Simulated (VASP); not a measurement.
# Mg4FeO3 (P4/mmm) in VASP: a series of runs

The runs below take Mg4FeO3 through single point, with PBE.

All numbers are computed with VASP 6.6.1; they aren't measurements. Logs are shortened: lines on timing, memory, paths and dates and some standing lists are left out, and cuts for length are marked.

## 1. The cell of the first run

It takes space group P4/mmm (No. 123, tetragonal). Conventional cell: a = 3.906 Å, b = 3.906 Å, c = 7.680 Å, α = 90.00°, β = 90.00°, γ = 90.00°. Within 2.6 Å of Mg (site symmetry 2mm) lie 4 O at 1.95 to 2.46 Å. Fe (site symmetry 4/mmm) has 8 Mg at 3.05 Å and 10 O at 3.62 to 3.84 Å and 4 Fe at 3.91 Å within 4.0 Å. Within 2.6 Å of O (site symmetry 4mm) lie 4 Mg at 1.95 Å. Within 3.2 Å of O (site symmetry 4/mmm) lie 8 Mg at 2.46 Å and 8 O at 3.14 Å.

The cell was built from a structure type or drawn by symmetry, and may not be a known phase.

## 2. Single point, PBE, collinear spin, ferromagnetic start

INCAR reads:

```
SYSTEM = Mg4FeO3
  PREC = Accurate
  ENCUT = 600
  EDIFF = 1E-6
  ISMEAR = 0
  SIGMA = 0.2
  LREAL = .FALSE.
  LASPH = .TRUE.
  NELM = 200
  ALGO = Normal
  ISIF = 2
  LWAVE = .FALSE.
  LCHARG = .TRUE.
  ISPIN = 2
  MAGMOM = 0 0 0 0 4 0 0 0
  LORBIT = 11
  LMAXMIX = 4
  GGA = PE
  LELF = .TRUE.
  LVHAR = .TRUE.
  NBANDS = 31
  GGA_COMPAT = .FALSE.
```

KPOINTS reads:

```
Automatic mesh
0
G
  5 5 2
  0 0 0
```

POSCAR reads:

```
Mg4FeO3
1.0
    3.9063041282      0.0000000000      0.0000000000
    0.0000000000      3.9063041282      0.0000000000
    0.0000000000      0.0000000000      7.6795653459
Mg Fe O
4 1 3
Direct
    0.5000000000      0.0000000000      0.1945229093
    0.0000000000      0.5000000000      0.8054770907
    0.5000000000      0.0000000000      0.8054770907
    0.0000000000      0.5000000000      0.1945229093
    0.5000000000      0.5000000000      0.5000000000
    0.0000000000      0.0000000000      0.1952714798
    0.0000000000      0.0000000000      0.8047285202
    0.5000000000      0.5000000000      0.0000000000
```

Potentials or basis: VASP PAW PBE potentials, release 64 (Mg, Fe, O).

On the command line:

```bash
> cat potpaw_PBE.64/Mg/POTCAR potpaw_PBE.64/Fe/POTCAR potpaw_PBE.64/O/POTCAR > POTCAR
> mpirun -np 1 vasp_std > vasp.out
```

OUTCAR:

```text
SYSTEM = Mg4FeO3
   PREC = Accurate
   ENCUT = 600
   EDIFF = 1E-6
   ISMEAR = 0
   LREAL = .FALSE.
   LASPH = .TRUE.
   NELM = 200
   ISIF = 2
   ISPIN = 2
   LORBIT = 11
   GGA = PE

 ion  position               nearest neighbor table
   1  0.500  0.000  0.195-   6 1.95   6 1.95   8 2.46   8 2.46   4 2.76   4 2.76   4 2.76   4 2.76
                             3 2.99   5 3.05   5 3.05
   2  0.000  0.500  0.805-   7 1.95   7 1.95   8 2.46   8 2.46   3 2.76   3 2.76   3 2.76   3 2.76
                             4 2.99   5 3.05   5 3.05
   3  0.500  0.000  0.805-   7 1.95   7 1.95   8 2.46   8 2.46   2 2.76   2 2.76   2 2.76   2 2.76
                             1 2.99   5 3.05   5 3.05
   4  0.000  0.500  0.195-   6 1.95   6 1.95   8 2.46   8 2.46   1 2.76   1 2.76   1 2.76   1 2.76
                             2 2.99   5 3.05   5 3.05
   5  0.500  0.500  0.500-   1 3.05   2 3.05   3 3.05   4 3.05   1 3.05   3 3.05   2 3.05   4 3.05

   6  0.000  0.000  0.195-   1 1.95   4 1.95   4 1.95   1 1.95
   7  0.000  0.000  0.805-   2 1.95   3 1.95   2 1.95   3 1.95
   8  0.500  0.500  0.000-   1 2.46   2 2.46   3 2.46   4 2.46   1 2.46   3 2.46   2 2.46   4 2.46

  LATTYP: Found a simple tetragonal cell.
 ALAT       =     3.9063041282
 C/A-ratio  =     1.9659414869

  Lattice vectors:

 A1 = (   3.9063041282,   0.0000000000,   0.0000000000)
 A2 = (   0.0000000000,   3.9063041282,   0.0000000000)
 A3 = (   0.0000000000,   0.0000000000,   7.6795653459)

Analysis of symmetry for initial positions (statically):
=====================================================================
 Subroutine PRICEL returns:
 Original cell was already a primitive cell.

 Routine SETGRP: Setting up the symmetry group for a
 simple tetragonal supercell.

 Subroutine GETGRP returns: Found 16 space group operations
 (whereof 16 operations were pure point group operations)
 out of a pool of 16 trial point group operations.

The static configuration has the point symmetry D_4h.

Analysis of symmetry for dynamics (positions and initial velocities):
=====================================================================
 Subroutine PRICEL returns:
 Original cell was already a primitive cell.

 Routine SETGRP: Setting up the symmetry group for a
 simple tetragonal supercell.

 Subroutine GETGRP returns: Found 16 space group operations
 (whereof 16 operations were pure point group operations)
 out of a pool of 16 trial point group operations.

The dynamic configuration has the point symmetry D_4h.

Analysis of structural, dynamic, and magnetic symmetry:
=====================================================================
 Subroutine PRICEL returns:
 Original cell was already a primitive cell.

 Routine SETGRP: Setting up the symmetry group for a
 simple tetragonal supercell.

 Subroutine GETGRP returns: Found 16 space group operations
 (whereof 16 operations were pure point group operations)
 out of a pool of 16 trial point group operations.

The overall configuration has the point symmetry D_4h.

 Subroutine INISYM returns: Found 16 space group operations
 (whereof 16 operations are pure point group operations),
 and found     1 'primitive' translations

----------------------------------------------------------------------------------------

                                     Primitive cell

  volume of cell :     117.1841

  direct lattice vectors                    reciprocal lattice vectors
     3.906304128  0.000000000  0.000000000     0.255996453  0.000000000  0.000000000
     0.000000000  3.906304128  0.000000000     0.000000000  0.255996453  0.000000000
     0.000000000  0.000000000  7.679565346     0.000000000  0.000000000  0.130215703

  length of vectors
     3.906304128  3.906304128  7.679565346     0.255996453  0.255996453  0.130215703

  position of ions in fractional coordinates (direct lattice)
     0.500000000  0.000000000  0.194522909
     0.000000000  0.500000000  0.805477091
     0.500000000  0.000000000  0.805477091
     0.000000000  0.500000000  0.194522909
     0.500000000  0.500000000  0.500000000
     0.000000000  0.000000000  0.195271480
     0.000000000  0.000000000  0.804728520
     0.500000000  0.500000000  0.000000000

  ion indices of the primitive-cell ions
   primitive index   ion index
                 1           1
                 2           2
                 3           3
                 4           4
                 5           5
                 6           6
                 7           7
                 8           8

----------------------------------------------------------------------------------------

 KPOINTS: Automatic mesh

Automatic generation of k-mesh.
 Grid dimensions read from file:
 generate k-points for:    5    5    2

 Generating k-lattice:

  Cartesian coordinates                     Fractional coordinates (reciprocal lattice)
     0.051199291  0.000000000  0.000000000     0.200000000  0.000000000  0.000000000
     0.000000000  0.051199291  0.000000000     0.000000000  0.200000000  0.000000000
     0.000000000  0.000000000  0.065107851     0.000000000  0.000000000  0.500000000

  Length of vectors
     0.051199291  0.051199291  0.065107851

  Shift w.r.t. Gamma in fractional coordinates (k-lattice)
     0.000000000  0.000000000  0.000000000

 Subroutine IBZKPT returns following result:
 ===========================================

 Found     12 irreducible k-points:

 Following reciprocal coordinates:
            Coordinates               Weight
  0.000000  0.000000  0.000000      1.000000
  0.200000  0.000000  0.000000      4.000000
  0.400000  0.000000  0.000000      4.000000
  0.200000  0.200000  0.000000      4.000000
  0.400000  0.200000  0.000000      8.000000
  0.400000  0.400000  0.000000      4.000000
  0.000000  0.000000  0.500000      1.000000
  0.200000  0.000000  0.500000      4.000000
  0.400000  0.000000  0.500000      4.000000
  0.200000  0.200000  0.500000      4.000000
  0.400000  0.200000  0.500000      8.000000
  0.400000  0.400000  0.500000      4.000000
   k-points           NKPTS =     12   k-points in BZ     NKDIM =     12   number of bands    NBANDS=     31
   number of dos      NEDOS =    301   number of ions     NIONS =      8
   total plane-waves  NPLWV =  65536
   dimension x,y,z NGX =    32 NGY =   32 NGZ =   64
   dimension x,y,z NGXF=    64 NGYF=   64 NGZF=  128
   ions per type =               4   1   3
   NGX,Y,Z   is equivalent  to a cutoff of  13.62, 13.62, 13.85 a.u.
   NGXF,Y,Z  is equivalent  to a cutoff of  27.24, 27.24, 27.71 a.u.
 SYSTEM =  Mg4FeO3
   PREC   = accura    normal or accurate (medium, high low for compatibility)
   ISTART =      0    job   : 0-new  1-cont  2-samecut
   ICHARG =      2    charge: 1-file 2-atom 10-const
   ISPIN  =      2    spin polarized calculation?
   LNONCOLLINEAR =      F non collinear calculations
   LSORBIT =      F    spin-orbit coupling
   LASPH  =      T    aspherical Exc in radial PAW
   ENCUT  =  600.0 eV  44.10 Ry    6.64 a.u.   7.80  7.80 15.34*2*pi/ulx,y,z
   NELM   =    200;   NELMIN=  2; NELMDL= -5     # of ELM steps
   EDIFF  = 0.1E-05   stopping-criterion for ELM
   LREAL  =      F    real-space projection
   EDIFFG = 0.1E-04   stopping-criterion for IOM
   NSW    =      0    number of steps for IOM
   IBRION =     -1    ionic relax: 0-MD 1-quasi-New 2-CG
   NFREE  =      0    steps in history (QN), initial steepest desc. (CG)
   ISIF   =      2    stress and relaxation
   ISYM   =      2    0-nonsym 1-usesym 2-fastsym
   POTIM  = 0.5000    time-step for ionic-motion
   TEBEG  =    0.0;   TEEND  =   0.0 temperature during run
   PSTRESS=    0.0 pullay stress
   NELECT =      34.0000    total number of electrons
   NUPDOWN=      -1.0000    fix difference up-down
   EMIN   =  10.00;   EMAX   =-10.00  energy-range for DOS
   EFERMI =   0.00;   METHOD = LEGACY
   ISMEAR =     0;   SIGMA  =   0.20  broadening in eV -4-tet -1-fermi 0-gaus
   EFERMI_NEDOS =   21; number of points for ismear=-14 and -15
   IALGO  =     38    algorithm
   IMIX   =      4    mixing-type and parameters
     AMIX     =   0.40;   BMIX     =  1.00
     AMIX_MAG =   1.60;   BMIX_MAG =  1.00
  volume/ion in A,a.u.               =      14.65        98.85
  Fermi-wavevector in a.u.,A,eV,Ry     =   1.083789  2.048065 15.981395  1.174599
  Thomas-Fermi vector in A             =   2.219864
   LORBIT       =     11    0 simple, 1 ext, 2 COOP (PROOUT), +10 PAW based schemes
   GGA     = PE    functional components
   LHFCALC =     F    Hartree Fock is set to
   AEXX    =    0.0000 exact exchange contribution
   IVDW    =     0    specifies the selected vdW correction
   LEPSILON=     F    determine dielectric tensor
   LRPA    =     F    only Hartree local field effects (RPA)
 spin polarized calculation
 Gauss-broadening in eV      SIGMA  =   0.20
  energy-cutoff  :      600.00
  volume of cell :      117.18
 maximum number of plane-waves:      3926
 NGX is ok and might be reduce to    32
   NGX = 15   NGY = 15   NGZ = 31

 number of electron      33.9999978 magnetization       2.9806305

 Free energy of the ion-electron system (eV)
  ---------------------------------------------------
  ext. energy  EPLUGINS =         0.00000000
  ---------------------------------------------------
  free energy    TOTEN  =       -38.63939093 eV

  energy without entropy =      -38.53081453  energy(sigma->0) =      -38.58510273

 E-fermi :   3.4930     XC(G=0):  -9.4589

 val. band max:        3.4842370802   @ k =   0.4000   0.2000   0.5000
 cond. band min:       3.5068809632   @ k =   0.2000   0.0000   0.5000
 fundamental gap:      0.0226438830
 Fermi energy:         3.4930327881

 spin component 1

 k-point     1 :       0.0000    0.0000    0.0000
  band No.  band energies     occupation
      1     -15.7430      1.00000
      2     -15.3823      1.00000
      3     -14.7317      1.00000
      4      -1.9544      1.00000
      5      -1.9544      1.00000
      6      -1.9022      1.00000
[... 351 lines left out ...]
      6      -2.4326      1.00000
[... 21 lines left out ...]
     28      10.3941      0.00000
     29      10.5024      0.00000
 Fermi energy:         3.4930327881

 spin component 2

 k-point     1 :       0.0000    0.0000    0.0000
  band No.  band energies     occupation
      1     -15.7431      1.00000
      2     -15.3804      1.00000
      3     -14.7407      1.00000
      4      -1.9514      1.00000
      5      -1.9514      1.00000
      6      -1.7748      1.00000
[... 351 lines left out ...]
      6      -2.4013      1.00000
[... 21 lines left out ...]
     28      10.3977      0.00000
     29      10.8097      0.00000
 [bands above 29 left out]

------------------------ aborting loop because EDIFF is reached ----------------------------------------

  FORCE on cell =-STRESS in cart. coord.  units (eV):
  Direction    XX          YY          ZZ          XY          YZ          ZX
  --------------------------------------------------------------------------------------
  -------------------------------------------------------------------------------------
  Total        0.7402363      0.7402363     -0.9678376      0.0000000      0.0000000      0.0000000
  in kB       10.1207387     10.1207387    -13.2325737      0.0000000      0.0000000      0.0000000
  external PRESSURE =       2.3363012 kB  Pullay stress =       0.0000000 kB

 VOLUME and BASIS-vectors are now :
 -----------------------------------------------------------------------------
  energy-cutoff  :      600.00
  volume of cell :      117.18
      direct lattice vectors                 reciprocal lattice vectors
     3.906304128  0.000000000  0.000000000     0.255996453  0.000000000  0.000000000
     0.000000000  3.906304128  0.000000000     0.000000000  0.255996453  0.000000000
     0.000000000  0.000000000  7.679565346     0.000000000  0.000000000  0.130215703

 POSITION                                       TOTAL-FORCE (eV/Angst)
 -----------------------------------------------------------------------------------
      1.95315      0.00000      1.49385        -0.000000      0.000000      0.035045
      0.00000      1.95315      6.18571        -0.000000      0.000000     -0.035045
      1.95315      0.00000      6.18571        -0.000000     -0.000000     -0.035045
      0.00000      1.95315      1.49385        -0.000000     -0.000000      0.035045
      1.95315      1.95315      3.83978        -0.000000      0.000000      0.000000
      0.00000      0.00000      1.49960        -0.000000     -0.000000     -0.030826
      0.00000      0.00000      6.17997         0.000000      0.000000      0.030826
      1.95315      1.95315      0.00000        -0.000000      0.000000      0.000000
 -----------------------------------------------------------------------------------
    total drift:                                0.000000     -0.000000     -0.000000

  FREE ENERGIE OF THE ION-ELECTRON SYSTEM (eV)
  ---------------------------------------------------
  free  energy   TOTEN  =       -38.6393909292 eV

  energy  without entropy=      -38.5308145320  energy(sigma->0) =      -38.58510273

 total charge

# of ion       s       p       d       tot
------------------------------------------
    1        0.170   0.164   0.060   0.394
    2        0.170   0.164   0.060   0.394
    3        0.170   0.164   0.060   0.394
    4        0.170   0.164   0.060   0.394
    5        0.461   0.123   6.172   6.756
    6        1.557   3.536   0.000   5.093
    7        1.557   3.536   0.000   5.093
    8        1.561   3.351   0.000   4.912
--------------------------------------------------
tot          5.817  11.201   6.413  23.431

 magnetization (x)

# of ion       s       p       d       tot
------------------------------------------
    1       -0.005   0.000   0.000  -0.004
    2       -0.005   0.000   0.000  -0.004
    3       -0.005   0.000   0.000  -0.004
    4       -0.005   0.000   0.000  -0.004
    5        0.048   0.015   2.790   2.853
    6       -0.002   0.004   0.000   0.002
    7       -0.002   0.004   0.000   0.002
    8        0.002  -0.009   0.000  -0.007
--------------------------------------------------
tot          0.025   0.015   2.791   2.831
```

Wall time 75 s (1 thread of AMD EPYC 9R45 (Zen 5), shared host); peak memory 0.31 GiB.

Results:

| Quantity | Value |
| --- | --- |
| Free energy | -38.6394 eV |
| Pressure | 0.2 GPa |
| Largest force | 0.035 eV/Å |
| Net moment | 2.98 μB per cell |
| Site moments | Mg -0.00; Fe +2.85; O +0.00, -0.01 (each value once) μB |
| Valence electrons inside the program's atomic spheres | Mg 0.39; Fe 6.76; O 5.09, 4.91 (each value once) |

Forces in eV/Å, atoms in the order of the input:
```
Mg   0.000  0.000  0.035
Mg   0.000  0.000 -0.035
Mg   0.000  0.000 -0.035
Mg   0.000  0.000  0.035
Fe   0.000  0.000  0.000
O    0.000  0.000 -0.031
O    0.000  0.000  0.031
O    0.000  0.000  0.000
```

Stress tensor (GPa, compression positive):
```
 1.01  0.00  0.00
 0.00  1.01  0.00
 0.00  0.00 -1.32
```

Caveat: the k points lie up to 0.41 Å⁻¹ apart; a cell with one magnetic atom can't hold antiferromagnetic order, which such compounds often take.

## 3. Single point, PBE, collinear spin, ferromagnetic start

This run uses another cell than the first one, of 14.75 Å³/atom.

INCAR reads:

```
SYSTEM = Mg4FeO3
  PREC = Accurate
  ENCUT = 600
  EDIFF = 1E-6
  ISMEAR = 0
  SIGMA = 0.2
  LREAL = .False.
  LASPH = .True.
  NELM = 200
  ALGO = Normal
  ISIF = 2
  LWAVE = .False.
  LCHARG = .True.
  ISPIN = 2
  MAGMOM = 0 0 0 0 4 0 0 0
  LORBIT = 11
  LMAXMIX = 4
  GGA = PE
  LELF = .True.
  LVHAR = .True.
  NBANDS = 31
  GGA_COMPAT = .False.
```

KPOINTS reads:

```
regular mesh
0
Gamma
  5 5 2
  0 0 0
```

POSCAR reads:

```
Mg4FeO3
1.0
    3.9099355233      0.0000000000      0.0000000000
    0.0000000000      3.9099355233      0.0000000000
    0.0000000000      0.0000000000      7.7207308625
Mg Fe O
4 1 3
Direct
    0.5000000000      0.0000000000      0.8066922667
    0.0000000000      0.5000000000      0.8066922667
    0.5000000000      0.0000000000      0.1933077333
    0.0000000000      0.5000000000      0.1933077333
    0.0000000000      0.0000000000      0.5000000000
    0.5000000000      0.5000000000      0.8058156973
    0.5000000000      0.5000000000      0.1941843027
    0.0000000000      0.0000000000      0.0000000000
```

Potentials or basis: VASP PAW PBE potentials, release 64 (Mg, Fe, O).

On the command line:

```bash
> cat potpaw_PBE.64/Mg/POTCAR potpaw_PBE.64/Fe/POTCAR potpaw_PBE.64/O/POTCAR > POTCAR
> mpirun -np 1 vasp_std > vasp.out
```

Wall time 70 s (1 thread of AMD EPYC 9R45 (Zen 5), shared host); peak memory 0.31 GiB.

Results (log left out):

| Item | Value |
| --- | --- |
| Free energy | -38.6346 eV |
| Pressure | -0.1 GPa |
| Largest force | 0.062 eV/Å |
| Net moment | 3.00 μB per cell |
| Site moments | Mg -0.00; Fe +2.87; O +0.00, -0.01 (each value once) μB |
| Valence electrons inside the program's atomic spheres | Mg 0.39; Fe 6.74; O 5.09, 4.91 (each value once) |

Forces in eV/Å, atoms in the order of the input:
```
Mg   0.000  0.000 -0.062
Mg   0.000  0.000 -0.062
Mg   0.000  0.000  0.062
Mg   0.000  0.000  0.062
Fe   0.000  0.000  0.000
O    0.000  0.000  0.032
O    0.000  0.000 -0.032
O    0.000  0.000  0.000
```

Stress tensor (GPa, compression positive):
```
 0.61  0.00  0.00
 0.00  0.61  0.00
 0.00  0.00 -1.49
```

Levels at points of the mesh, in eV from the Fermi level:
Spin up:
| k point | band 15 | band 16 | band 17 | band 18 | band 19 | band 20 | band 21 | band 22 | band 23 | band 24 |
| --- | --- | --- | --- | --- | --- | --- | --- | --- | --- | --- |
| (0.00, 0.00, 0.00) | -2.45 | -2.37 | -1.90 | -1.90 | -0.11 | 1.53 | 4.09 | 4.55 | 4.83 | 4.83 |
| (0.00, 0.00, 0.50) | -2.37 | -2.09 | -1.91 | -1.91 | -1.88 | 3.10 | 4.08 | 4.14 | 4.82 | 4.82 |
Spin down:
```
           k point  band 13  band 14  band 15  band 16  band 17  band 18
(0.00, 0.00, 0.00)    -3.34    -0.41    -0.04     0.05     0.06     0.15
(0.00, 0.00, 0.50)    -2.01    -1.71    -0.41     0.05     0.05     0.45
```

Caveat: the k points lie up to 0.41 Å⁻¹ apart; a cell with one magnetic atom can't hold antiferromagnetic order, which such compounds often take. With open d or f shells a metallic result of PBE can be an artefact of self-interaction; +U or a hybrid may open a gap.
